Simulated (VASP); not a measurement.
# Pd (P6_3/mmc) in VASP: relaxation of cell and atoms with r2SCAN

Aim: the relaxation of cell and atoms of Pd with r2SCAN.

Everything below comes from runs of VASP 6.6.1. Logs are shortened: lines on timing, memory, paths and dates and some standing lists are left out, and cuts for length are marked.

### Step 1. The cell of the first run

Symmetry: P6_3/mmc, No. 194, hexagonal system. Conventional cell: a = 2.650 Å, b = 2.650 Å, c = 8.651 Å, α = 90.00°, β = 90.00°, γ = 120.00°. Within 3.5 Å of Pd (site symmetry -3m) lie 12 Pd at 2.65 Å. Pd (site symmetry -6m2) has 12 Pd at 2.65 Å within 3.5 Å.

This isn't the form of Pd at room conditions, which is fcc.

### Step 2. Relaxation of cell and atoms, r2SCAN

Input file POSCAR:

```
Pd
1.0
    2.6501360138      0.0000000000      0.0000000000
   -1.3250680069      2.2950851114      0.0000000000
    0.0000000000      0.0000000000      8.6510296427
Pd
4
Direct
    0.0000000000      0.0000000000      0.0000000000
    0.3333333333      0.6666666667      0.2500000000
    0.0000000000      0.0000000000      0.5000000000
    0.6666666667      0.3333333333      0.7500000000
```

Input file INCAR.step1:

```
SYSTEM = Pd
ALGO = Normal
EDIFF = 1E-4
ENCUT = 600
GGA = PE
ISMEAR = 0
LASPH = .True.
LCHARG = .False.
LREAL = .False.
LWAVE = .True.
NELM = 80
PREC = Accurate
SIGMA = 0.1
```

Input file INCAR.step2:

```
SYSTEM = Pd
ALGO = Normal
EDIFF = 1E-7
EDIFFG = -0.05
ENCUT = 600
IBRION = 2
ISIF = 3
ISMEAR = 0
ISTART = 1
LASPH = .True.
LCHARG = .False.
LMIXTAU = .True.
LREAL = .False.
LWAVE = .False.
METAGGA = R2SCAN
NELM = 80
NSW = 80
PREC = Accurate
SIGMA = 0.1
```

Input file KPOINTS:

```
k-points
0
Gamma
  12 12 4
  0 0 0
```

Potentials or basis: VASP PAW PBE potentials, release 64 (Pd).

Run with:

```console
> cat potpaw_PBE.64/Pd/POTCAR > POTCAR
> cp INCAR.step1 INCAR
> mpirun -np 1 vasp_std > vasp.out
> cp INCAR.step2 INCAR
> mpirun -np 1 vasp_std > vasp.out
```

OUTCAR:

```text
SYSTEM = Pd
   EDIFF = 1E-7
   EDIFFG = -0.05
   ENCUT = 600
   IBRION = 2
   ISIF = 3
   ISMEAR = 0
   ISTART = 1
   LASPH = .True.
   LREAL = .False.
   METAGGA = R2SCAN
   NELM = 80
   NSW = 80
   PREC = Accurate

 ion  position               nearest neighbor table
   1  0.000  0.000  0.000-   2 2.65   4 2.65   2 2.65   4 2.65   4 2.65   2 2.65
   2  0.333  0.667  0.250-   1 2.65   3 2.65   1 2.65   3 2.65   1 2.65   3 2.65
   3  0.000  0.000  0.500-   2 2.65   4 2.65   2 2.65   4 2.65   4 2.65   2 2.65
   4  0.667  0.333  0.750-   1 2.65   3 2.65   1 2.65   3 2.65   1 2.65   3 2.65

  LATTYP: Found a hexagonal cell.
 ALAT       =     2.6501360138
 C/A-ratio  =     3.2643719408

  Lattice vectors:

 A1 = (   2.6501360138,   0.0000000000,   0.0000000000)
 A2 = (  -1.3250680069,   2.2950851114,   0.0000000000)
 A3 = (   0.0000000000,   0.0000000000,   8.6510296427)

Analysis of symmetry for initial positions (statically):
=====================================================================
 Subroutine PRICEL returns:
 Original cell was already a primitive cell.

 Routine SETGRP: Setting up the symmetry group for a
 hexagonal supercell.

 Subroutine GETGRP returns: Found 24 space group operations
 (whereof 12 operations were pure point group operations)
 out of a pool of 24 trial point group operations.

The static configuration has the point symmetry D_3d.
 The point group associated with its full space group is D_6h.

Analysis of symmetry for dynamics (positions and initial velocities):
=====================================================================
 Subroutine PRICEL returns:
 Original cell was already a primitive cell.

 Routine SETGRP: Setting up the symmetry group for a
 hexagonal supercell.

 Subroutine GETGRP returns: Found 24 space group operations
 (whereof 12 operations were pure point group operations)
 out of a pool of 24 trial point group operations.

The dynamic configuration has the point symmetry D_3d.
 The point group associated with its full space group is D_6h.

 Subroutine INISYM returns: Found 24 space group operations
 (whereof 12 operations are pure point group operations),
 and found     1 'primitive' translations

----------------------------------------------------------------------------------------

                                     Primitive cell

  volume of cell :      52.6181

  direct lattice vectors                    reciprocal lattice vectors
     2.650136014  0.000000000  0.000000000     0.377339123  0.217856844  0.000000000
    -1.325068007  2.295085111  0.000000000     0.000000000  0.435713689  0.000000000
     0.000000000  0.000000000  8.651029643     0.000000000  0.000000000  0.115593177

  length of vectors
     2.650136014  2.650136014  8.651029643     0.435713689  0.435713689  0.115593177

  position of ions in fractional coordinates (direct lattice)
     0.000000000  0.000000000  0.000000000
     0.333333333  0.666666667  0.250000000
     0.000000000  0.000000000  0.500000000
     0.666666667  0.333333333  0.750000000

  ion indices of the primitive-cell ions
   primitive index   ion index
                 1           1
                 2           2
                 3           3
                 4           4

----------------------------------------------------------------------------------------

 KPOINTS: k-points

Automatic generation of k-mesh.
 Grid dimensions read from file:
 generate k-points for:   12   12    4

 Generating k-lattice:

  Cartesian coordinates                     Fractional coordinates (reciprocal lattice)
     0.031444927  0.018154737  0.000000000     0.083333333  0.000000000  0.000000000
     0.000000000  0.036309474  0.000000000     0.000000000  0.083333333  0.000000000
     0.000000000  0.000000000  0.028898294     0.000000000  0.000000000  0.250000000

  Length of vectors
     0.036309474  0.036309474  0.028898294

  Shift w.r.t. Gamma in fractional coordinates (k-lattice)
     0.000000000  0.000000000  0.000000000

 Subroutine IBZKPT returns following result:
 ===========================================

 Found     57 irreducible k-points:

 Following reciprocal coordinates:
            Coordinates               Weight
  0.000000  0.000000  0.000000      1.000000
  0.083333  0.000000  0.000000      6.000000
  0.166667  0.000000  0.000000      6.000000
  0.250000  0.000000  0.000000      6.000000
  0.333333  0.000000  0.000000      6.000000
  0.416667 -0.000000  0.000000      6.000000
[... 16 lines left out ...]
  0.250000  0.000000  0.250000     12.000000
  0.333333  0.000000  0.250000     12.000000
 [... further k-points ...]
   k-points           NKPTS =     57   k-points in BZ     NKDIM =     57   number of bands    NBANDS=     24
   number of dos      NEDOS =    301   number of ions     NIONS =      4
   total plane-waves  NPLWV =  40320
   dimension x,y,z NGX =    24 NGY =   24 NGZ =   70
   dimension x,y,z NGXF=    48 NGYF=   48 NGZF=  140
   ions per type =               4
   NGX,Y,Z   is equivalent  to a cutoff of  15.06, 15.06, 13.45 a.u.
   NGXF,Y,Z  is equivalent  to a cutoff of  30.11, 30.11, 26.90 a.u.
 SYSTEM =  Pd
   PREC   = accura    normal or accurate (medium, high low for compatibility)
   ISTART =      1    job   : 0-new  1-cont  2-samecut
   ICHARG =      0    charge: 1-file 2-atom 10-const
   ISPIN  =      1    spin polarized calculation?
   LNONCOLLINEAR =      F non collinear calculations
   LSORBIT =      F    spin-orbit coupling
   LASPH  =      T    aspherical Exc in radial PAW
   ENCUT  =  600.0 eV  44.10 Ry    6.64 a.u.   5.29  5.29 17.28*2*pi/ulx,y,z
   NELM   =     80;   NELMIN=  2; NELMDL=  0     # of ELM steps
   EDIFF  = 0.1E-06   stopping-criterion for ELM
   LREAL  =      F    real-space projection
   EDIFFG = -.5E-01   stopping-criterion for IOM
   NSW    =     80    number of steps for IOM
   IBRION =      2    ionic relax: 0-MD 1-quasi-New 2-CG
   NFREE  =      1    steps in history (QN), initial steepest desc. (CG)
   ISIF   =      3    stress and relaxation
   ISYM   =      2    0-nonsym 1-usesym 2-fastsym
   POTIM  = 0.5000    time-step for ionic-motion
   TEBEG  =    0.0;   TEEND  =   0.0 temperature during run
   PSTRESS=    0.0 pullay stress
   NELECT =      40.0000    total number of electrons
   NUPDOWN=      -1.0000    fix difference up-down
   EMIN   =  10.00;   EMAX   =-10.00  energy-range for DOS
   EFERMI =   0.00;   METHOD = LEGACY
   ISMEAR =     0;   SIGMA  =   0.10  broadening in eV -4-tet -1-fermi 0-gaus
   EFERMI_NEDOS =   21; number of points for ismear=-14 and -15
   IALGO  =     38    algorithm
   IMIX   =      4    mixing-type and parameters
     AMIX     =   0.40;   BMIX     =  1.00
     AMIX_MAG =   1.60;   BMIX_MAG =  1.00
  volume/ion in A,a.u.               =      13.15        88.77
  Fermi-wavevector in a.u.,A,eV,Ry     =   1.494112  2.823463 30.373259  2.232372
  Thomas-Fermi vector in A             =   2.606427
   LORBIT       =      0    0 simple, 1 ext, 2 COOP (PROOUT), +10 PAW based schemes
   METAGGA = R2SCAN    functional components
   LHFCALC =     F    Hartree Fock is set to
   AEXX    =    0.0000 exact exchange contribution
   IVDW    =     0    specifies the selected vdW correction
   LEPSILON=     F    determine dielectric tensor
   LRPA    =     F    only Hartree local field effects (RPA)
 conjugate gradient relaxation of ions
 non-spin polarized calculation
 Gauss-broadening in eV      SIGMA  =   0.10
  energy-cutoff  :      600.00
  volume of cell :       52.62
 maximum number of plane-waves:      1772
 NGX is ok and might be reduce to    24
   NGX = 11   NGY = 11   NGZ = 35

--------------------------------------- Ionic step        1  -------------------------------------------

 number of electron      40.0000007 magnetization

 Free energy of the ion-electron system (eV)
  ---------------------------------------------------
  ext. energy  EPLUGINS =         0.00000000
  ---------------------------------------------------
  free energy    TOTEN  =       -91.04801083 eV

  energy without entropy =      -91.00798313  energy(sigma->0) =      -91.02799698

 E-fermi :  11.6769     XC(G=0): -14.9993

 val. band max:       11.6743584558   @ k =   0.3333   0.0000   0.2500
 cond. band min:      11.6810892970   @ k =   0.2500   0.1667   0.0000
 fundamental gap:      0.0067308412
 Fermi energy:        11.6769423069

 k-point     1 :       0.0000    0.0000    0.0000
  band No.  band energies     occupation
      1       3.5130      2.00000
      2       5.2370      2.00000
      3       5.3106      2.00000
      4       5.3193      2.00000
      5       8.0840      2.00000
      6       8.0840      2.00000
[... 637 lines left out ...]
     23      14.4330      0.00000
     24      18.2043      0.00000

 [... further k-points ...]

------------------------ aborting loop because EDIFF is reached ----------------------------------------

  FORCE on cell =-STRESS in cart. coord.  units (eV):
  Direction    XX          YY          ZZ          XY          YZ          ZX
  --------------------------------------------------------------------------------------
  -------------------------------------------------------------------------------------
  Total       11.2509290     11.2509290     11.8591218     -0.0000000      0.0000000     -0.0000000
  in kB      342.5817363    342.5817363    361.1007192     -0.0000000      0.0000000     -0.0000000
  external PRESSURE =     348.7547306 kB  Pullay stress =       0.0000000 kB
[... 175 lines left out ...]
  energy  without entropy=      -91.6935295359  energy(sigma->0) =      -91.71833291

--------------------------------------- Ionic step        6  -------------------------------------------

 number of electron      40.0000014 magnetization

 Free energy of the ion-electron system (eV)
  ---------------------------------------------------
  ext. energy  EPLUGINS =         0.00000000
  ---------------------------------------------------
  free energy    TOTEN  =       -91.74369428 eV

  energy without entropy =      -91.69410418  energy(sigma->0) =      -91.71889923

 E-fermi :   9.3303     XC(G=0): -14.0108

 val. band max:        9.3273720252   @ k =   0.2500   0.1667   0.0000
 cond. band min:       9.3314815207   @ k =   0.2500   0.0000   0.0000
 fundamental gap:      0.0041094956
 Fermi energy:         9.3303004272

 k-point     1 :       0.0000    0.0000    0.0000
  band No.  band energies     occupation
      1       2.2762      2.00000
      2       3.9418      2.00000
      3       3.9462      2.00000
      4       4.0356      2.00000
      5       6.4425      2.00000
      6       6.4425      2.00000
[... 637 lines left out ...]
     23      11.8365      0.00000
     24      15.2281      0.00000

 [... further k-points ...]

------------------------ aborting loop because EDIFF is reached ----------------------------------------

  FORCE on cell =-STRESS in cart. coord.  units (eV):
  Direction    XX          YY          ZZ          XY          YZ          ZX
  --------------------------------------------------------------------------------------
  -------------------------------------------------------------------------------------
  Total       -0.0533504     -0.0533504      0.1057971     -0.0000000      0.0000000     -0.0000000
  in kB       -1.4252036     -1.4252036      2.8262688     -0.0000000      0.0000000     -0.0000000
  external PRESSURE =      -0.0080461 kB  Pullay stress =       0.0000000 kB
[... 19 lines left out ...]
  FREE ENERGIE OF THE ION-ELECTRON SYSTEM (eV)
  ---------------------------------------------------
  free  energy   TOTEN  =       -91.7436942796 eV

  energy  without entropy=      -91.6941041807  energy(sigma->0) =      -91.71889923

 reached required accuracy - stopping structural energy minimisation
```

Run time: 14 min. Hardware: 1 thread of Intel Xeon 6975P-C (Granite Rapids), shared host; peak memory 0.25 GiB.

What came out:

```
Free energy                           : -91.7437 eV
Relaxed volume                        : 14.99 Å³/atom
Relaxed cell                          : a = 2.763 Å, b = 2.763 Å, c = 9.071 Å, α = 90.00°, β = 90.00°, γ = 120.00°
Space group after relaxing (to 0.1 Å) : P6_3/mmc (No. 194)
Energy gained by relaxing             : 173.9 meV/atom
Ionic steps                           : 6
Pressure after relaxing               : 0.0 GPa
```

Step by step:
```
step  energy change (eV)  largest force (eV/Å)  pressure (GPa)  volume (Å³)
   1              0.0000                0.0000           34.88        52.62
   2              0.9913                0.0000          -22.94        77.57
   3             -0.6905                0.0000           -2.07        60.67
   4             -0.6949                0.0000           -0.49        60.14
   5             -0.6951                0.0000           -0.01        59.98
   6             -0.6957                0.0000            0.00        59.98
```

Final structure:
```xyz
4
Lattice="2.7631 0.0000 0.0000 -1.3815 2.3929 0.0000 0.0000 0.0000 9.0711" Properties=species:S:1:pos:R:3 pbc="T T T"
Pd    0.0000    0.0000    9.0711
Pd    0.0000    1.5953    2.2678
Pd    0.0000    0.0000    4.5356
Pd    1.3815    0.7976    6.8033
```

Levels at points of the mesh, in eV from the Fermi level:
```
           k point  band 17  band 18  band 19  band 20  band 21  band 22  band 23  band 24
(0.00, 0.00, 0.00)    -1.56    -1.10    -1.10    -0.72    -0.72    -0.13    -0.13     1.28
(0.50, 0.00, 0.00)     0.08     0.19     0.19     0.23     1.75     2.72     3.98     4.46
(0.00, 0.00, 0.50)    -1.33    -1.33    -0.70    -0.70    -0.38    -0.38    -0.38    -0.38
(0.50, 0.00, 0.50)     0.01     0.01     0.18     0.18     2.72     2.72     4.14     4.14
```

Caveat: the highest band is partly filled, so the run has too few bands; the PAW data sets were made with another functional, which shifts forces and pressure a little.
